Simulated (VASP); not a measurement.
Here is a VASP 6.6.1 calculation.

INCAR

```
PREC = Accurate
ENCUT = 520
EDIFF = 1E-7
ISMEAR = -1
SIGMA = 0.1
LREAL = F
LASPH = T
NELM = 100
ALGO = Normal
ISIF = 2
LWAVE = F
LCHARG = F
GGA = PS
NBANDS = 12
```

KPOINTS

```
regular mesh
0
Gamma
  15 15 15
```

File POSCAR:

```
Ga
1.0
    0.0000000000      1.9853040888      1.9853040888
    1.9853040888      0.0000000000      1.9853040888
    1.9853040888      1.9853040888      0.0000000000
Ga
1
Direct
    0.0000000000      0.0000000000      0.0000000000
```

Potentials or basis: VASP PAW PBE potentials, release 64 (Ga_d).

Launch:

```sh
$ cat potpaw_PBE.64/Ga_d/POTCAR > POTCAR
$ mpirun -np 1 vasp_std > vasp.out
```

(1) Estimate the pressure.

## Answers

(1) 10.1 GPa.

Caveat: the PAW data sets were made with another functional, which shifts forces and pressure a little.
